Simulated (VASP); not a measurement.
A run of VASP 6.6.1 is set up as follows.

INCAR

```
PREC = Accurate
ENCUT = 520
EDIFF = 1E-7
ISMEAR = 0
SIGMA = 0.1
LREAL = False
LASPH = True
NELM = 60
ALGO = Fast
ISIF = 2
LWAVE = False
LCHARG = False
GGA = PE
NBANDS = 12
```

Contents of KPOINTS:

```
Automatic mesh
0
Gamma
  10 10 16
```

The input POSCAR:

```
Be
1.0
    3.8108845194      0.0000000000      0.0000000000
    0.0000000000      3.5471462819     -0.1498725600
    0.0000000000     -0.0912512000      2.2488401984
Be
4
Direct
    0.3308207075      0.3537390195     -0.0154732105
    0.7381409133      0.6462609805      0.0154732105
    0.1691792925      0.8537390195      0.4845267895
    0.7618590867      0.1462609805      0.5154732105
```

Potentials or basis: VASP PAW PBE potentials, release 64 (Be).

Run with:

```bash
$ cat potpaw_PBE.64/Be/POTCAR > POTCAR
$ mpirun -np 1 vasp_std > vasp.out
```

(1) Predict the band gap on the k mesh.

(2) What does it give for the pressure?

(3) Predict the largest force.

## Answers

(1) zero (band 4 reaches 7.58 eV, above the bottom of band 5 at 5.61 eV).

(2) 16.5 GPa.

(3) 2.475 eV/Å.

Caveat: the cell differs from its parent crystal (strained and its atoms moved); forces of over 1 eV/Å act on the atoms, so gaps and moduli don't describe the material at rest.
